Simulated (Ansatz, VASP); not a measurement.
**Pb in VASP and in Ansatz**

```
CELL_PARAMETERS angstrom
0.00000 2.47502 2.47502
2.47502 0.00000 2.47502
2.47502 2.47502 0.00000
ATOMIC_POSITIONS crystal
Pb 0.00000 0.00000 0.00000
```

Alike in both runs: task single point; functional PBE; k mesh 9 × 9 × 9; occupations gaussian, width 0.026 eV; no spin polarisation.

```csv
,VASP,Ansatz
version,VASP 6.6.1,Ansatz 0.2.0
potentials or method,"VASP PAW PBE potentials, release 64 (Pb_d), cutoff 520 eV","all-electron LAPW, scalar-relativistic"
```

```tsv
	VASP	Ansatz	Ansatz less VASP
gap on the k mesh at the Fermi level (eV)	none	none	-
pressure (GPa)	2.2	2.3	+0.07
```

A gap of «none» marks a metal or a gap that the smearing closes. Ansatz ran all-electron here, and VASP with PAW potentials.

Neither program's run includes spin-orbit coupling.
